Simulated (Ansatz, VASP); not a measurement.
**One calculation of Si7Mo, two programs**

```
CELL_PARAMETERS angstrom
0.00000 3.83188 3.83188
3.83188 0.00000 3.83188
3.83188 3.83188 0.00000
ATOMIC_POSITIONS crystal
Si 0.00000 0.50000 0.50000
Si 0.50000 0.00000 0.50000
Si 0.50000 0.50000 0.50000
Si 0.00000 0.00000 0.50000
Si 0.50000 0.00000 0.00000
Si 0.00000 0.50000 0.00000
Si 0.50000 0.50000 0.00000
Mo 0.00000 0.00000 0.00000
```

Alike in both runs: functional PBE; k mesh 4 × 4 × 4; occupations gaussian, width 0.2 eV; no spin polarisation.

Ansatz relaxed the structure, and its values are those at the end. VASP's run is a single point on that final structure, the one shown.

|  | VASP | Ansatz |
| --- | --- | --- |
| version | VASP 6.6.1 | Ansatz 0.2.0 |
| potentials or method | VASP PAW PBE potentials, release 64 (Si, Mo_sv), cutoff 520 eV | scalar-relativistic, plane waves, PAW |
| valence electrons in the cell | 42 | 42 |

```tsv
	VASP	Ansatz	Ansatz less VASP
gap on the k mesh at the Fermi level (eV)	none	none	-
pressure (GPa)	-0.1	-0.1	-0.01
```

A gap of «none» marks a metal or a gap that the smearing closes. The functional is the same, so the differences come from potentials, cutoffs and numerics.
